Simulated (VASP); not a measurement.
# Be (P6_3/mmc) in VASP: settings compared

Aim: see how the results for Be move with the level of theory and the settings. Levels: PBEsol, LDA. Tasks: relaxation of cell and atoms, single point.

All numbers are computed with VASP 6.6.1; they aren't measurements. Logs are shortened: lines on timing, memory, paths and dates and some standing lists are left out, and cuts for length are marked.

## (1) The cell of the first run

Symmetry: P6_3/mmc, No. 194, hexagonal system. The conventional cell has a = 2.285 Å, b = 2.285 Å, c = 3.584 Å, α = 90.00°, β = 90.00°, γ = 120.00°. Be (site symmetry -6m2) has 12 Be at 2.23 to 2.29 Å within 2.9 Å.

## (2) Relaxation of cell and atoms, PBEsol, target pressure 30 GPa, at which the enthalpy is minimised

INCAR reads:

```
PREC     = Accurate       # precision mode
ENCUT    = 600            # plane-wave cutoff, eV
EDIFF    = 1E-6           # SCF threshold, eV
ISMEAR   = -1             # smearing method
SIGMA    = 0.05           # smearing width, eV
LREAL    = False          # projectors in reciprocal space
LASPH    = True           # aspherical terms in the spheres
NELM     = 60             # most SCF steps
ALGO     = Normal         # electronic algorithm
ISIF     = 3              # what is computed and relaxed
LWAVE    = False          # write WAVECAR
LCHARG   = False          # write CHGCAR
GGA      = PS             # functional
IBRION   = 2              # ionic algorithm
NSW      = 60             # ionic steps
EDIFFG   = -0.01          # ionic threshold
PSTRESS  = 300.0
```

KPOINTS reads:

```
Automatic mesh
0
Gamma
  13 13 8
```

POSCAR reads:

```
Be
1.0
    2.2853000000      0.0000000000      0.0000000000
   -1.1426500000      1.9791278553      0.0000000000
    0.0000000000      0.0000000000      3.5842000000
Be
2
Direct
    0.6666666667      0.3333333333      0.7500000000
    0.3333333333      0.6666666667      0.2500000000
```

Potentials or basis: VASP PAW PBE potentials, release 64 (Be).

Run with:

```
$ cat potpaw_PBE.64/Be/POTCAR > POTCAR
$ mpirun -np 1 vasp_std > vasp.out
```

OUTCAR:

```text
PREC = Accurate
   ENCUT = 600
   EDIFF = 1E-6
   ISMEAR = -1
   LREAL = False
   LASPH = True
   NELM = 60
   ISIF = 3
   GGA = PS
   IBRION = 2
   NSW = 60
   EDIFFG = -0.01
   PSTRESS = 300.0

 ion  position               nearest neighbor table
   1  0.667  0.333  0.750-   2 2.23   2 2.23   2 2.23   2 2.23   2 2.23   2 2.23
   2  0.333  0.667  0.250-   1 2.23   1 2.23   1 2.23   1 2.23   1 2.23   1 2.23

  LATTYP: Found a hexagonal cell.
 ALAT       =     2.2853000000
 C/A-ratio  =     1.5683717674

  Lattice vectors:

 A1 = (   2.2853000000,   0.0000000000,   0.0000000000)
 A2 = (  -1.1426500000,   1.9791278553,   0.0000000000)
 A3 = (   0.0000000000,   0.0000000000,   3.5842000000)

Analysis of symmetry for initial positions (statically):
=====================================================================
 Subroutine PRICEL returns:
 Original cell was already a primitive cell.

 Routine SETGRP: Setting up the symmetry group for a
 hexagonal supercell.

 Subroutine GETGRP returns: Found 24 space group operations
 (whereof 12 operations were pure point group operations)
 out of a pool of 24 trial point group operations.

The static configuration has the point symmetry D_3d.
 The point group associated with its full space group is D_6h.

Analysis of symmetry for dynamics (positions and initial velocities):
=====================================================================
 Subroutine PRICEL returns:
 Original cell was already a primitive cell.

 Routine SETGRP: Setting up the symmetry group for a
 hexagonal supercell.

 Subroutine GETGRP returns: Found 24 space group operations
 (whereof 12 operations were pure point group operations)
 out of a pool of 24 trial point group operations.

The dynamic configuration has the point symmetry D_3d.
 The point group associated with its full space group is D_6h.

 Subroutine INISYM returns: Found 24 space group operations
 (whereof 12 operations are pure point group operations),
 and found     1 'primitive' translations

----------------------------------------------------------------------------------------

                                     Primitive cell

  volume of cell :      16.2110

  direct lattice vectors                    reciprocal lattice vectors
     2.285300000  0.000000000  0.000000000     0.437579311  0.252636533  0.000000000
    -1.142650000  1.979127855  0.000000000     0.000000000  0.505273066  0.000000000
     0.000000000  0.000000000  3.584200000     0.000000000  0.000000000  0.279002288

  length of vectors
     2.285300000  2.285300000  3.584200000     0.505273066  0.505273066  0.279002288

  position of ions in fractional coordinates (direct lattice)
     0.666666667  0.333333333  0.750000000
     0.333333333  0.666666667  0.250000000

  ion indices of the primitive-cell ions
   primitive index   ion index
                 1           1
                 2           2

----------------------------------------------------------------------------------------

 KPOINTS: Automatic mesh

Automatic generation of k-mesh.
 Grid dimensions read from file:
 generate k-points for:   13   13    8

 Generating k-lattice:

  Cartesian coordinates                     Fractional coordinates (reciprocal lattice)
     0.033659947  0.019433579  0.000000000     0.076923077  0.000000000  0.000000000
     0.000000000  0.038867159  0.000000000     0.000000000  0.076923077  0.000000000
     0.000000000  0.000000000  0.034875286     0.000000000  0.000000000  0.125000000

  Length of vectors
     0.038867159  0.038867159  0.034875286

  Shift w.r.t. Gamma in fractional coordinates (k-lattice)
     0.000000000  0.000000000  0.000000000

 Subroutine IBZKPT returns following result:
 ===========================================

 Found    105 irreducible k-points:

 Following reciprocal coordinates:
            Coordinates               Weight
  0.000000  0.000000  0.000000      1.000000
  0.076923  0.000000  0.000000      6.000000
  0.153846  0.000000  0.000000      6.000000
  0.230769  0.000000  0.000000      6.000000
  0.307692  0.000000  0.000000      6.000000
  0.384615  0.000000  0.000000      6.000000
[... 16 lines left out ...]
  0.076923  0.000000  0.125000     12.000000
  0.153846  0.000000  0.125000     12.000000
 [... further k-points ...]
   k-points           NKPTS =    105   k-points in BZ     NKDIM =    105   number of bands    NBANDS=      6
   number of dos      NEDOS =    301   number of ions     NIONS =      2
   total plane-waves  NPLWV =   9720
   dimension x,y,z NGX =    18 NGY =   18 NGZ =   30
   dimension x,y,z NGXF=    36 NGYF=   36 NGZF=   60
   ions per type =               2
   NGX,Y,Z   is equivalent  to a cutoff of  13.09, 13.09, 13.91 a.u.
   NGXF,Y,Z  is equivalent  to a cutoff of  26.19, 26.19, 27.83 a.u.
 SYSTEM =  unknown system
   PREC   = accura    normal or accurate (medium, high low for compatibility)
   ISTART =      0    job   : 0-new  1-cont  2-samecut
   ICHARG =      2    charge: 1-file 2-atom 10-const
   ISPIN  =      1    spin polarized calculation?
   LNONCOLLINEAR =      F non collinear calculations
   LSORBIT =      F    spin-orbit coupling
   LASPH  =      T    aspherical Exc in radial PAW
   ENCUT  =  600.0 eV  44.10 Ry    6.64 a.u.   4.56  4.56  7.16*2*pi/ulx,y,z
   NELM   =     60;   NELMIN=  2; NELMDL= -5     # of ELM steps
   EDIFF  = 0.1E-05   stopping-criterion for ELM
   LREAL  =      F    real-space projection
   EDIFFG = -.1E-01   stopping-criterion for IOM
   NSW    =     60    number of steps for IOM
   IBRION =      2    ionic relax: 0-MD 1-quasi-New 2-CG
   NFREE  =      1    steps in history (QN), initial steepest desc. (CG)
   ISIF   =      3    stress and relaxation
   ISYM   =      2    0-nonsym 1-usesym 2-fastsym
   POTIM  = 0.5000    time-step for ionic-motion
   TEBEG  =    0.0;   TEEND  =   0.0 temperature during run
   PSTRESS=  300.0 pullay stress
   NELECT =       4.0000    total number of electrons
   NUPDOWN=      -1.0000    fix difference up-down
   EMIN   =  10.00;   EMAX   =-10.00  energy-range for DOS
[... 5 lines left out ...]
     AMIX     =   0.40;   BMIX     =  1.00
     AMIX_MAG =   1.60;   BMIX_MAG =  1.00
  volume/ion in A,a.u.               =       8.11        54.70
  Fermi-wavevector in a.u.,A,eV,Ry     =   1.026814  1.940397 14.345258  1.054347
  Thomas-Fermi vector in A             =   2.160726
   LORBIT       =      0    0 simple, 1 ext, 2 COOP (PROOUT), +10 PAW based schemes
   GGA     = PS    functional components
   LHFCALC =     F    Hartree Fock is set to
   AEXX    =    0.0000 exact exchange contribution
   IVDW    =     0    specifies the selected vdW correction
   LEPSILON=     F    determine dielectric tensor
   LRPA    =     F    only Hartree local field effects (RPA)
 conjugate gradient relaxation of ions
 non-spin polarized calculation
  energy-cutoff  :      600.00
  volume of cell :       16.21
 maximum number of plane-waves:       555
   NGX =  9   NGY =  9   NGZ = 15

--------------------------------------- Ionic step        1  -------------------------------------------

 number of electron       4.0000000 magnetization

 Free energy of the ion-electron system (eV)
  ---------------------------------------------------
  ext. energy  EPLUGINS =         0.00000000
  ---------------------------------------------------
  free energy    TOTEN  =        -7.98847743 eV

  energy without entropy =       -7.98739828  energy(sigma->0) =       -7.98793785

------------------------ aborting loop because EDIFF is reached ----------------------------------------

  FORCE on cell =-STRESS in cart. coord.  units (eV):
  Direction    XX          YY          ZZ          XY          YZ          ZX
  --------------------------------------------------------------------------------------
  -------------------------------------------------------------------------------------
  Total       -0.3282490     -0.3282490     -0.4084964      0.0000000     -0.0000000      0.0000000
  in kB      -32.4417770    -32.4417770    -40.3728567      0.0000000     -0.0000000      0.0000000
  external PRESSURE =    -335.0854703 kB  Pullay stress =     300.0000000 kB
[... 213 lines left out ...]
  enthalpy is  TOTEN    =        -5.3205540303 eV   P V=        2.4672046856

--------------------------------------- Ionic step        7  -------------------------------------------

 number of electron       4.0000000 magnetization

 Free energy of the ion-electron system (eV)
  ---------------------------------------------------
  ext. energy  EPLUGINS =         0.00000000
  ---------------------------------------------------
  free energy    TOTEN  =        -7.77837574 eV

  energy without entropy =       -7.77767607  energy(sigma->0) =       -7.77802590

 E-fermi :   8.4013     XC(G=0): -11.2360

 val. band max:        8.2519070847   @ k =   0.3077   0.3077   0.0000
 cond. band min:       8.5314149911   @ k =   0.3077   0.1538   0.0000
 fundamental gap:      0.2795079063
 Fermi energy:         8.4012983228

 k-point     1 :       0.0000    0.0000    0.0000
  band No.  band energies     occupation
      1      -3.7347      2.00000
      2       3.4261      2.00000
      3      10.4109      0.00000
      4      27.1948      0.00000
      5      27.1948      0.00000
      6      30.4118      0.00000

 k-point     2 :       0.0769    0.0000    0.0000
  band No.  band energies     occupation
      1      -3.5545      2.00000
      2       3.6805      2.00000
      3      10.4285      0.00000
      4      25.6351      0.00000
      5      26.0276      0.00000
      6      30.4880      0.00000
[... 190 lines left out ...]
 k-point    24 :       0.1538    0.0000    0.1250
  band No.  band energies     occupation
      1      -2.8690      2.00000
      2       3.6297      2.00000
      3      11.6171      0.00000
      4      22.5010      0.00000
      5      24.2812      0.00000
      6      29.6287      0.00000

 [... further k-points ...]
[... 5 lines left out ...]
  --------------------------------------------------------------------------------------
  -------------------------------------------------------------------------------------
  Total        2.4707430      2.4707430      2.4728398      0.0000000      0.0000000      0.0000000
  in kB      301.5871193    301.5871193    301.8430663      0.0000000      0.0000000      0.0000000
  external PRESSURE =       1.6724350 kB  Pullay stress =     300.0000000 kB
[... 17 lines left out ...]
  FREE ENERGIE OF THE ION-ELECTRON SYSTEM (eV)
  ---------------------------------------------------
  free  energy   TOTEN  =        -7.7783757381 eV

  energy  without entropy=       -7.7776760689  energy(sigma->0) =       -7.77802590

  enthalpy is  TOTEN    =        -5.3206352046 eV   P V=        2.4577405335

 reached required accuracy - stopping structural energy minimisation
```

Run time: 13 s. Hardware: 1 thread of AMD EPYC 9R45 (Zen 5), shared host; peak memory 0.1 GiB.

What came out:

| Item | Value |
| --- | --- |
| Free energy | -7.7784 eV |
| Relaxed volume | 6.56 Å³/atom |
| Relaxed cell | a = 2.125 Å, b = 2.125 Å, c = 3.357 Å, α = 90.00°, β = 90.00°, γ = 120.00° |
| Space group after relaxing (to 0.05 Å) | P6_3/mmc (No. 194) |
| Energy change on relaxing (the enthalpy is what falls) | +105.1 meV/atom |
| Ionic steps | 7 |
| Pressure after relaxing | 30.2 GPa |
| Band gap on the k mesh | zero (band 2 reaches 9.80 eV, above the bottom of band 3 at 8.10 eV) |

The path:
```csv
step,energy change (eV),largest force (eV/Å),pressure (GPa),volume (Å³)
1,0.0000,0.0000,-3.51,16.21
2,0.3384,0.0000,40.70,12.55
3,0.2103,0.0000,30.22,13.13
4,0.1996,0.0000,29.28,13.19
5,0.2007,0.0000,29.33,13.18
6,0.2007,0.0000,29.33,13.18
7,0.2101,0.0000,30.17,13.13
```

Final structure:
```
Be
1.0
     2.12483    0.00000    0.00000
    -1.06242    1.84016    0.00000
     0.00000    0.00000    3.35695
Be
2
Direct
  0.66667 0.33333 0.75000
  0.33333 0.66667 0.25000
```

Caveat: the cell is relaxed towards a set pressure, so the enthalpy falls and the energy may rise; the volume moved by over 15 % at a fixed basis, so the end points are rough; the PAW data sets were made with another functional, which shifts forces and pressure a little.

## (3) Single point, LDA (volume scaled by 0.94)

INCAR reads:

```
SYSTEM = Be
PREC = Accurate ; ENCUT = 520
EDIFF = 1E-6 ; ISMEAR = -1
SIGMA = 0.05 ; LREAL = .False.
LASPH = .True. ; NELM = 80
ALGO = Normal ; ISIF = 2
LWAVE = .False. ; LCHARG = .True.
GGA = CA ; LELF = .True.
LVHAR = .True. ; NBANDS = 9
```

KPOINTS reads:

```
Automatic mesh
0
Gamma
  13 13 8
  0 0 0
```

POSCAR reads:

```
Be
1.0
    2.2386481342      0.0000000000      0.0000000000
   -1.1193240671      1.9387261544      0.0000000000
    0.0000000000      0.0000000000      3.5110325309
Be
2
Direct
    0.6666666667      0.3333333333      0.7500000000
    0.3333333333      0.6666666667      0.2500000000
```

Potentials or basis: VASP PAW LDA potentials, release 64 (Be).

Run with:

```
$ cat potpaw_LDA.64/Be/POTCAR > POTCAR
$ mpirun -np 1 vasp_std > vasp.out
```

OUTCAR:

```text
SYSTEM = Be
   PREC = Accurate
   ENCUT = 520
   EDIFF = 1E-6
   ISMEAR = -1
   LREAL = .False.
   LASPH = .True.
   NELM = 80
   ISIF = 2
   GGA = CA

 ion  position               nearest neighbor table
   1  0.667  0.333  0.750-   2 2.18   2 2.18   2 2.18   2 2.18   2 2.18   2 2.18
   2  0.333  0.667  0.250-   1 2.18   1 2.18   1 2.18   1 2.18   1 2.18   1 2.18

  LATTYP: Found a hexagonal cell.
 ALAT       =     2.2386481342
 C/A-ratio  =     1.5683717674

  Lattice vectors:
[... 467 lines left out ...]
      2       2.6471      2.00000
      3       9.7226      0.00000
      4      19.1816      0.00000
      5      20.7426      0.00000
      6      25.3954      0.00000
      7      26.2026      0.00000
      8      26.2655      0.00000
      9      29.6840      0.00000

 [... further k-points ...]
[... 5 lines left out ...]
  --------------------------------------------------------------------------------------
  -------------------------------------------------------------------------------------
  Total       -0.0575877     -0.0575877     -0.0639948      0.0000000     -0.0000000      0.0000000
  in kB       -6.0548465     -6.0548465     -6.7284940      0.0000000     -0.0000000      0.0000000
  external PRESSURE =      -6.2793957 kB  Pullay stress =       0.0000000 kB

 VOLUME and BASIS-vectors are now :
 -----------------------------------------------------------------------------
  energy-cutoff  :      520.00
  volume of cell :       15.24
      direct lattice vectors                 reciprocal lattice vectors
     2.238648134  0.000000000  0.000000000     0.446698159  0.257901302  0.000000000
    -1.119324067  1.938726154  0.000000000     0.000000000  0.515802605  0.000000000
     0.000000000  0.000000000  3.511032531     0.000000000  0.000000000  0.284816501

 POSITION                                       TOTAL-FORCE (eV/Angst)
 -----------------------------------------------------------------------------------
      1.11932      0.64624      2.63327         0.000000      0.000000      0.000000
     -0.00000      1.29248      0.87776        -0.000000     -0.000000      0.000000
 -----------------------------------------------------------------------------------
    total drift:                                0.000000     -0.000000      0.000000

  FREE ENERGIE OF THE ION-ELECTRON SYSTEM (eV)
  ---------------------------------------------------
  free  energy   TOTEN  =        -8.4164551100 eV

  energy  without entropy=       -8.4154752187  energy(sigma->0) =       -8.41596516
```

stdout:

```text
POSCAR found type information on POSCAR Be
 POSCAR found :  1 types and       2 ions
 scaLAPACK will be used
 LDA part: xc-table for (Slater(with rela. corr.)+CA(PZ))
 , standard interpolation
 POSCAR, INCAR and KPOINTS ok, starting setup
 FFT: planning ... GRIDC
 FFT: planning ... GRID_SOFT
 FFT: planning ... GRID
 WAVECAR not read
 entering main loop
```

Run time: 6.6 s. Hardware: 1 thread of Intel Xeon Platinum 8488C (Sapphire Rapids), shared host; peak memory 0.12 GiB.

What came out:

```
Free energy            : -8.4165 eV
Pressure               : -0.6 GPa
Band gap on the k mesh : zero (band 2 reaches 8.16 eV, above the bottom of band 3 at 6.53 eV)
```

Levels at points of the mesh, in eV from the Fermi level:
| k point | band 1 | band 2 | band 3 | band 4 | band 5 | band 6 | band 7 |
| --- | --- | --- | --- | --- | --- | --- | --- |
| (0.00, 0.00, 0.00) | -11.22 | -4.35 | 1.61 | 16.30 | 16.30 | 19.23 | 19.23 |
| (0.00, 0.00, 0.50) | -9.05 | -9.05 | 11.28 | 11.28 | 17.98 | 17.98 | 17.98 |

Caveat: the cell differs from its parent crystal (volume scaled by 0.94).

[end of part 1 of 2]
